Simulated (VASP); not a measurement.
A run of VASP 6.6.1 is set up as follows.

File INCAR:

```
SYSTEM = Ba
PREC = Accurate ; ENCUT = 520
EDIFF = 1E-6 ; ISMEAR = -1
SIGMA = 0.1 ; LREAL = .False.
LASPH = .True. ; NELM = 100
ALGO = Normal ; ISIF = 2
LWAVE = .False. ; LCHARG = .False.
GGA = RP ; NBANDS = 11
```

The input KPOINTS:

```
regular mesh
0
Gamma
  10 10 10
  0 0 0
```

Contents of POSCAR:

```
Ba
1.0
    0.0000000000      3.2601083639      3.2601083639
    3.2601083639      0.0000000000      3.2601083639
    3.2601083639      3.2601083639      0.0000000000
Ba
1
Direct
    0.0000000000      0.0000000000      0.0000000000
```

Potentials or basis: VASP PAW PBE potentials, release 64 (Ba_sv).

The run is started by

```bash
$ cat potpaw_PBE.64/Ba_sv/POTCAR > POTCAR
$ mpirun -np 1 vasp_std > vasp.out
```

Problem. What does it give for the band gap on the k mesh?

Solution. Zero (band 5 reaches 1.50 eV, above the bottom of band 6 at 1.41 eV).

Problem. What does it give for the pressure?

Solution. 0.1 GPa.

Caveat: the PAW data sets were made with another functional, which shifts forces and pressure a little; spin-orbit coupling is left out, which moves the levels of the heavy elements.
